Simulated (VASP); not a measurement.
LaZn2:

```
La Zn
1.0
    -2.30781    3.70791    3.75627
     2.30781   -3.70791    3.75627
     2.30781    3.70791   -3.75627
La Zn
2 4
Direct
  0.69825 0.44825 0.25000
  0.30175 0.55175 0.75000
  0.72765 0.16381 0.56383
  0.27235 0.83619 0.43617
  0.09998 0.16381 0.93617
  0.90002 0.83619 0.06383
```

```yaml
Program: VASP 6.6.1
Task: relaxation of cell and atoms
Functional: PBEsol
Potentials_or_basis: VASP PAW PBE potentials, release 64 (La, Zn)
Cutoff: 500 eV
k_mesh: 8 × 8 × 8
Occupations: gaussian, width 0.05 eV
Spin: no spin polarisation
```

At the start: pressure -0.8 GPa; volume 21.43 Å³/atom.

Task: How do energy, volume and symmetry change on relaxing?

Result: Over 10 steps the energy falls by 4.6 meV/atom and the volume is 21.21 Å³/atom (-1.0 %); space group Imma (No. 74, to 0.1 Å) before and after.

Step by step:
```
step  energy change (eV)  largest force (eV/Å)  pressure (GPa)  volume (Å³)
   1              0.0000                0.3052           -0.82       128.57
   2             -0.0187                0.1544            0.29       126.54
   3             -0.0197                0.1086            0.62       125.99
   4             -0.0264                0.0345            0.20       126.89
   5             -0.0273                0.0100           -0.02       127.38
   6             -0.0273                0.0099           -0.01       127.35
   7             -0.0277                0.0107           -0.01       127.36
   8             -0.0277                0.0125           -0.02       127.36
   9             -0.0277                0.0122           -0.02       127.36
  10             -0.0278                0.0082            0.01       127.29
```

Final structure:
```xyz
6
Lattice="-2.3085 3.7449 3.6810 2.3085 -3.7449 3.6810 2.3085 3.7449 -3.6810" Properties=species:S:1:pos:R:3 pbc="T T T"
La    0.0000    1.8725    3.3342
La    2.3085    1.8725    0.3468
Zn    0.0000    4.2347    1.2035
Zn    2.3085   -0.4898    2.4775
Zn    2.3085    3.2551   -2.4775
Zn    0.0000    0.4898    6.1585
```

Caveat: the PAW data sets were made with another functional, which shifts forces and pressure a little.
